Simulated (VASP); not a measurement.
Be2Se3: single point with PBE

Crystal: Be2Se3.

```
CELL_PARAMETERS angstrom
-1.79699 4.44009 3.00299
1.79699 -4.44009 3.00299
1.79699 4.44009 -3.00299
ATOMIC_POSITIONS crystal
Be 0.56141 0.73291 0.82850
Be 0.90441 0.73291 0.17150
Se 0.67609 0.01567 0.66043
Se 0.35524 0.01567 0.33957
Se 0.00285 0.00285 0.00000
```

```json
{"Program": "VASP 6.6.1", "Task": "single point", "Functional": "PBE", "Potentials or basis": "VASP PAW PBE potentials, release 64 (Be, Se)", "Cutoff": "520 eV", "k mesh": "10 × 10 × 10", "Occupations": "gaussian, width 0.1 eV", "Spin": "no spin polarisation"}
```

```yaml
Pressure: 0.1 GPa
Largest_force: 0.023 eV/Å
Band_gap_on_the_k_mesh: zero (band 11 reaches 4.11 eV, above the bottom of band 12 at 3.10 eV)
```

Forces on the atoms (eV/Å):
```
Be   0.000 -0.007  0.001
Be   0.000  0.007  0.001
Se   0.000 -0.008 -0.012
Se   0.000  0.008 -0.012
Se   0.000  0.000  0.023
```

Stress tensor (GPa, compression positive):
```
0.13 0.00 0.00
0.00 0.11 0.00
0.00 0.00 0.20
```

Levels at points of the mesh, in eV from the Fermi level:
| k point | band 9 | band 10 | band 11 | band 12 | band 13 | band 14 |
| --- | --- | --- | --- | --- | --- | --- |
| (0.00, 0.00, 0.00) | -1.76 | -1.29 | 0.09 | 2.20 | 3.25 | 4.24 |
| (0.50, 0.00, 0.00) | -1.71 | -1.17 | -0.51 | 0.31 | 3.56 | 3.68 |
| (0.00, 0.50, 0.00) | -2.40 | -2.17 | -1.37 | 1.79 | 3.35 | 3.96 |
| (0.50, 0.50, 0.00) | -2.34 | -2.30 | -0.76 | -0.16 | 2.46 | 4.17 |
| (0.50, 0.50, 0.50) | -1.41 | -0.95 | 0.64 | 0.83 | 2.94 | 4.42 |

It took 5.9 min on 1 thread of Intel(R) Xeon(R) 6975P-C (Granite Rapids), with other jobs on the host, peak memory 0.42 GiB.
